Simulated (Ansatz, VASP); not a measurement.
One calculation of ZrGe2Pd3, two programs

```
Zr Ge Pd
1.0
     5.50362    0.00000    0.00000
    -2.75181    4.76628    0.00000
     0.00000    0.00000    3.95890
Zr Ge Pd
1 2 3
Direct
  0.00000 0.00000 0.00000
  0.66667 0.33333 0.00000
  0.33333 0.66667 0.00000
  0.00000 0.50000 0.50000
  0.50000 0.00000 0.50000
  0.50000 0.50000 0.50000
```

Alike in both runs: functional PBE; k mesh 4 × 4 × 5; occupations gaussian, width 0.2 eV; no spin polarisation.

Ansatz relaxed the structure, and its values are those at the end. VASP's run is a single point on that final structure, the one shown.

|  | VASP | Ansatz |
| --- | --- | --- |
| version | VASP 6.6.1 | Ansatz 0.2.0 |
| potentials or method | VASP PAW PBE potentials, release 64 (Zr_sv, Ge_d, Pd), cutoff 520 eV | scalar-relativistic, plane waves, PAW |
| valence electrons in the cell | 70 | 94 |

|  | VASP | Ansatz | Ansatz less VASP |
| --- | --- | --- | --- |
| gap on the k mesh at the Fermi level (eV) | none | none | - |
| pressure (GPa) | 0.0 | -0.1 | -0.09 |

A gap of «none» marks a metal or a gap that the smearing closes. The functional is the same, so the differences come from potentials, cutoffs and numerics. VASP's potentials hold 70 valence electrons a cell and Ansatz's 94, so a difference there can come from the potentials and not from the codes.
